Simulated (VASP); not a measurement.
Write the native input for VASP 6.6.1 that does the following.

```yaml
Task: single point
Functional: PBE
Potentials_or_basis: VASP PAW PBE potentials, release 64 (Si)
Cutoff: 520 eV
k_mesh: 10 × 10 × 10
Occupations: fermi-dirac, width 0.05 eV
Spin: no spin polarisation
Dipole_correction: no
Further_INCAR_settings: ALGO = Normal; EDIFF = 1e-06; NBANDS = 11
```

The structure of Si lies in POSCAR:

```
Si
1.0
    0.0000000000      2.7135600000      2.7135600000
    2.7135600000      0.0000000000      2.7135600000
    2.7135600000      2.7135600000      0.0000000000
Si
2
Direct
    0.7500000000      0.7500000000      0.7500000000
    0.5000000000      0.5000000000      0.5000000000
```

The input as run:

INCAR

```
SYSTEM = Si
PREC = Accurate
ENCUT = 520
EDIFF = 1E-6
ISMEAR = -1
SIGMA = 0.05
LREAL = .FALSE.
LASPH = .TRUE.
NELM = 80
ALGO = Normal
ISIF = 2
LWAVE = .FALSE.
LCHARG = .TRUE.
GGA = PE
LELF = .TRUE.
LVHAR = .TRUE.
NBANDS = 11
```

KPOINTS

```
Automatic mesh
0
G
  10 10 10
  0 0 0
```

Potentials or basis: VASP PAW PBE potentials, release 64 (Si).

Launch:

```console
$ cat potpaw_PBE.64/Si/POTCAR > POTCAR
$ mpirun -np 1 vasp_std > vasp.out
```

It gave:

```yaml
Pressure: 2.1 GPa
Band_gap_on_the_k_mesh: 0.58 eV (least direct gap 2.57 eV)
```

Wall time 35 s on 1 thread of Intel Xeon 8259CL, on a shared host, peak memory 0.16 GiB.
